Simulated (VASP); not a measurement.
The system is NaI.

```xyz
2
Lattice="0.0000 3.2641 3.2641 3.2641 0.0000 3.2641 3.2641 3.2641 0.0000" Properties=species:S:1:pos:R:3 pbc="T T T"
Na    0.0000    0.0000    0.0000
I     3.2641    3.2641    3.2641
```

- Program: VASP 6.6.1
- Task: relaxation of cell and atoms
- Functional: PBEsol
- Potentials or basis: VASP PAW PBE potentials, release 64 (Na_pv, I)
- Cutoff: 600 eV
- k mesh: 6 × 6 × 6
- Occupations: fermi-dirac, width 0.02 eV
- Spin: no spin polarisation

At the start: pressure -0.8 GPa; volume 34.78 Å³/atom.

**Question.** Where does the relaxation end?

**Answer.** Over 8 steps the energy falls by 5.3 meV/atom and the volume is 32.94 Å³/atom (-5.3 %); space group Fm-3m (No. 225, to 0.1 Å) before and after.

Step by step:
```
step  energy change (eV)  largest force (eV/Å)  pressure (GPa)  volume (Å³)
   1              0.0000                0.0000           -0.83        69.55
   2             -0.0075                0.0000           -0.48        67.75
   3             -0.0105                0.0000           -0.02        65.82
   4             -0.0105                0.0000            0.09        65.72
   5             -0.0105                0.0000           -0.05        65.93
   6             -0.0105                0.0000            0.04        65.86
   7             -0.0105                0.0000           -0.05        65.89
   8             -0.0105                0.0000           -0.02        65.87
```

Final structure:
```
CELL_PARAMETERS angstrom
0.00000 3.20547 3.20547
3.20547 0.00000 3.20547
3.20547 3.20547 0.00000
ATOMIC_POSITIONS crystal
Na 0.00000 0.00000 0.00000
I 0.50000 0.50000 0.50000
```

Caveat: the PAW data sets were made with another functional, which shifts forces and pressure a little.
